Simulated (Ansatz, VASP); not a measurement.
## One calculation of CoC, two programs

```
CELL_PARAMETERS angstrom
0.00000 2.00173 2.00173
2.00173 0.00000 2.00173
2.00173 2.00173 0.00000
ATOMIC_POSITIONS crystal
Co 0.00000 0.00000 0.00000
C 0.50000 0.50000 0.50000
```

Alike in both runs: functional PBE; k mesh 17 × 17 × 17; occupations fermi-dirac, width 0.05 eV; collinear spin.

Ansatz relaxed the structure, and its values are those at the end. VASP's run is a single point on that final structure, the one shown.

|  | VASP | Ansatz |
| --- | --- | --- |
| version | VASP 6.6.1 | Ansatz 0.2.0 |
| potentials or method | VASP PAW PBE potentials, release 64 (Co, C) | PAW with Ansatz's default frozen-core files, scalar-relativistic |
| plane-wave cutoff (eV) | 520 | 420 |
| valence electrons in the cell | 13 | 21 |

```tsv
	VASP	Ansatz	Ansatz less VASP
pressure (GPa)	0.0	0.0	+0.02
net moment per atom (μB)	0.09	0.10	+0.009
```

VASP's potentials hold 13 valence electrons a cell and Ansatz's 21, so a difference there can come from the potentials and not from the codes. Ansatz's warnings: seeded moment not kept.
